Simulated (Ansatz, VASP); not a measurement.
**Two plane-wave programs on MoH4**

INCAR

```
PREC = Accurate ; ENCUT = 910
EDIFF = 1E-7 ; ISMEAR = 0
SIGMA = 0.1 ; LREAL = False
LASPH = True ; NELM = 120
ALGO = Normal ; ISIF = 3
LWAVE = False ; LCHARG = False
GGA = PE ; IBRION = 2
NSW = 100 ; EDIFFG = -0.01
GGA_COMPAT = False ; NELMIN = 4
```

The input KPOINTS:

```
Automatic mesh
0
Gamma
  14 14 6
```

Contents of POSCAR:

```
MoH4
1.0
    2.7831813029      0.0000000000      0.0000000000
    0.0000000000      2.7831813029      0.0000000000
    0.0000000000      0.0000000000      5.8632551558
H Mo
4 1
Direct
    0.5000000000      0.0000000000      0.2138504884
    0.0000000000      0.5000000000      0.7861495116
    0.5000000000      0.0000000000      0.7861495116
    0.0000000000      0.5000000000      0.2138504884
    0.0000000000      0.0000000000      0.0000000000
```

Input for Ansatz:

```yaml
crystal:
  lattice:
    - [2.7831813029, 0.0, 0.0]
    - [0.0, 2.7831813029, 0.0]
    - [0.0, 0.0, 5.8632551558]
  atoms:
    - { symbol: H, position: [0.5, 0.0, 0.2138504884] }
    - { symbol: H, position: [0.0, 0.5, 0.7861495116] }
    - { symbol: H, position: [0.5, 0.0, 0.7861495116] }
    - { symbol: H, position: [0.0, 0.5, 0.2138504884] }
    - { symbol: Mo, position: [0.0, 0.0, 0.0] }
basis:
  ecutwfc: 420
kpoints:
  mp_grid: { grid: [14, 14, 6] }
hamiltonian:
  xc: pbe
scf:
  occupations: { method: gaussian, width: 0.1 }
output:
  forces: true
  stress: true
  eigenvalues: true
relax:
  adjacent_minimum: "off"
  f_tol: 0.01
  max_steps: 80
  cell: { stress_tol: 0.05 }
```

Change from the starting cell: ordered vacancies on the cation sites of fluorite (P4/mmm, No. 123).

Alike in both runs: task relaxation of cell and atoms; functional PBE; k mesh 14 × 14 × 6; occupations gaussian, width 0.1 eV; no spin polarisation.

|  | VASP | Ansatz |
| --- | --- | --- |
| version | VASP 6.6.1 | Ansatz 0.2.0 |
| potentials or method | VASP PAW PBE potentials, release 64 (H_h, Mo_sv), cutoff 910 eV | scalar-relativistic, plane waves, PAW |
| valence electrons in the cell | 18 | 18 |

Ansatz gave:

```
gap on the k mesh at the Fermi level, each at its own relaxed structure (eV) : none
relaxed volume (Å³/atom)                                                     : 9.23
relaxed cell length with the largest relative difference (Å)                 : 5.932
```

Question: Which values does VASP return?

Answer: gap on the k mesh at the Fermi level, each at its own relaxed structure (eV): none; relaxed volume (Å³/atom): 9.09; relaxed cell length with the largest relative difference (Å): 5.842.

A gap of «none» marks a metal or a gap that the smearing closes.
